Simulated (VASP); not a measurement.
# Al3Cu: single point with r2SCAN

Al3Cu:

```
Al Cu
1.0
     2.77841    0.00000    0.00000
     0.00000    2.77841    0.00000
     0.00000    0.00000    7.51340
Al Cu
3 1
Cartesian
  0.0000 0.0000 3.7567
  1.3892 1.3892 1.6989
  1.3892 1.3892 5.8145
  0.0000 0.0000 0.0000
```

- Program: VASP 6.6.1
- Task: single point
- Functional: r2SCAN
- Potentials or basis: VASP PAW PBE potentials, release 64 (Al, Cu)
- Cutoff: 520 eV
- k mesh: 12 × 12 × 6
- Occupations: gaussian, width 0.1 eV
- Spin: no spin polarisation
- Dipole correction: no
- Further INCAR settings: ALGO = Normal; EDIFF = 1e-06; NBANDS = 18

The pressure is 0.4 GPa, the largest force is 0.147 eV/Å and the band gap on the k mesh is zero (band 10 reaches 13.17 eV, above the bottom of band 11 at 6.68 eV).

Forces in eV/Å, atoms in the order of the input:
```
Al   0.000  0.000  0.000
Al   0.000  0.000 -0.147
Al   0.000  0.000  0.147
Cu   0.000  0.000  0.000
```

Stress tensor (GPa, compression positive):
```
0.15 0.00 0.00
0.00 0.15 0.00
0.00 0.00 0.93
```

Levels at points of the mesh, in eV from the Fermi level:
| k point | band 8 | band 9 | band 10 | band 11 | band 12 | band 13 |
| --- | --- | --- | --- | --- | --- | --- |
| (0.00, 0.00, 0.00) | -3.28 | -1.79 | 0.82 | 6.56 | 7.07 | 7.07 |
| (0.50, 0.00, 0.00) | -3.74 | -3.57 | -2.40 | -1.84 | 2.96 | 4.21 |
| (0.50, 0.50, 0.00) | -0.60 | -0.37 | 0.21 | 0.21 | 0.49 | 0.49 |
| (0.00, 0.00, 0.50) | -3.61 | -3.28 | 4.66 | 6.21 | 6.56 | 7.61 |
| (0.50, 0.00, 0.50) | -3.57 | -2.71 | -1.01 | -0.87 | 0.18 | 1.06 |
| (0.50, 0.50, 0.50) | -1.88 | -1.88 | -0.64 | -0.58 | 0.63 | 2.00 |

Run time: 3 min on 1 thread of Intel(R) Xeon(R) 6975P-C (Granite Rapids), with other jobs on the host, peak memory 0.25 GiB.

Caveat: the PAW data sets were made with another functional, which shifts forces and pressure a little.
